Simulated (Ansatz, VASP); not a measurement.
## Two plane-wave programs on Ca2Ta3O

The input INCAR:

```
SYSTEM = Ca2Ta3O
  ALGO = Normal
  EDIFF = 1E-7
  EDIFFG = -0.04
  ENCUT = 600
  GGA = PE
  IBRION = 2
  ISIF = 3
  ISMEAR = 0
  LASPH = .True.
  LCHARG = .False.
  LREAL = .False.
  LWAVE = .False.
  NELM = 100
  NSW = 90
  PREC = Accurate
  SIGMA = 0.1
```

File KPOINTS:

```
k-points
0
Gamma
  6 6 4
  0 0 0
```

POSCAR

```
Ca2Ta3O
1.0
    5.5061001700      0.0000000000      0.0000000000
   -2.7530500800      4.7684226200      0.0000000000
    0.0000000000      0.0000000000      4.9098084900
Ca Ta O
2 3 1
Direct
    0.3333333300      0.6666666700      0.5067336100
    0.6666666700      0.3333333300      0.5067336100
    0.5000000000      0.0000000000      0.1550644000
    0.0000000000      0.5000000000      0.1550644000
    0.5000000000      0.5000000000      0.1550644000
    0.0000000000      0.0000000000      0.7069192700
```

Input for Ansatz:

```yaml
crystal:
  lattice:
    - [5.50610017, 0.0, 0.0]
    - [-2.75305008, 4.76842262, 0.0]
    - [0.0, 0.0, 4.90980849]
  atoms:
    - { symbol: Ca, position: [0.33333333, 0.66666667, 0.50673361] }
    - { symbol: Ca, position: [0.66666667, 0.33333333, 0.50673361] }
    - { symbol: Ta, position: [0.5, 0.0, 0.1550644] }
    - { symbol: Ta, position: [0.0, 0.5, 0.1550644] }
    - { symbol: Ta, position: [0.5, 0.5, 0.1550644] }
    - { symbol: O, position: [0.0, 0.0, 0.70691927] }
basis:
  ecutwfc: 420
kpoints:
  mp_grid: { grid: [6, 6, 4] }
hamiltonian:
  xc: pbe
scf:
  occupations: { method: gaussian, width: 0.1 }
  lower_state_search: "off"
output:
  forces: true
  stress: true
  eigenvalues: true
relax:
  adjacent_minimum: "off"
  f_tol: 0.04
  max_steps: 70
  cell: { stress_tol: 0.4 }
```

Alike in both runs: task relaxation of cell and atoms; functional PBE; k mesh 6 × 6 × 4; occupations gaussian, width 0.1 eV; no spin polarisation.

|  | VASP | Ansatz |
| --- | --- | --- |
| version | VASP 6.6.1 | Ansatz 0.2.0 |
| potentials or method | VASP PAW PBE potentials, release 64 (Ca_sv, Ta_pv, O), cutoff 600 eV | scalar-relativistic, plane waves, PAW |
| valence electrons in the cell | 59 | 65 |

Ansatz gave:

| Item | Value |
| --- | --- |
| gap on the k mesh at the Fermi level, each at its own relaxed structure (eV) | none |
| relaxed volume (Å³/atom) | 24.43 |
| relaxed length of the cell vector where the two differ most in proportion (Å) | 5.960 |

Problem. Estimate VASP's values.

Solution. gap on the k mesh at the Fermi level, each at its own relaxed structure (eV): none; relaxed volume (Å³/atom): 24.63; relaxed length of the cell vector where the two differ most in proportion (Å): 6.287.

A gap of «none» marks a metal or a gap that the smearing closes. One of these differences is far larger than is usual between the two programs; its cause wasn't traced. VASP's potentials hold 59 valence electrons a cell and Ansatz's 65, so a difference there can come from the potentials and not from the codes.

Neither program's run includes spin-orbit coupling.
